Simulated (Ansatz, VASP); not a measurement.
## Au in VASP and in Ansatz

```
Au
1.0
    -2.99001    3.40419    1.35630
     3.40419   -2.99001    1.35630
     1.96011    1.96011   -0.59773
Au
2
Direct
  0.00753 0.99247 0.00000
  0.74247 0.25753 0.50000
```

Alike in both runs: task single point; functional RPBE; k mesh 13 × 13 × 12; occupations fermi-dirac, width 0.1 eV; no spin polarisation.

```csv
,VASP,Ansatz
version,VASP 6.6.1,Ansatz 0.2.0
potentials or method,"VASP PAW PBE potentials, release 64 (Au), cutoff 520 eV","plane waves (420 eV) with PAW, scalar-relativistic"
valence electrons in the cell,22,38
```

|  | VASP | Ansatz | Ansatz less VASP |
| --- | --- | --- | --- |
| pressure (GPa) | 11.5 | 11.8 | +0.28 |
| traceless stress, the component that is largest in VASP (GPa) | -1.15 | -1.16 | -0.010 |

VASP's potentials were made for PBE, not for RPBE. VASP's potentials hold 22 valence electrons a cell and Ansatz's 38, so a difference there can come from the potentials and not from the codes.

Spin-orbit coupling is off throughout.
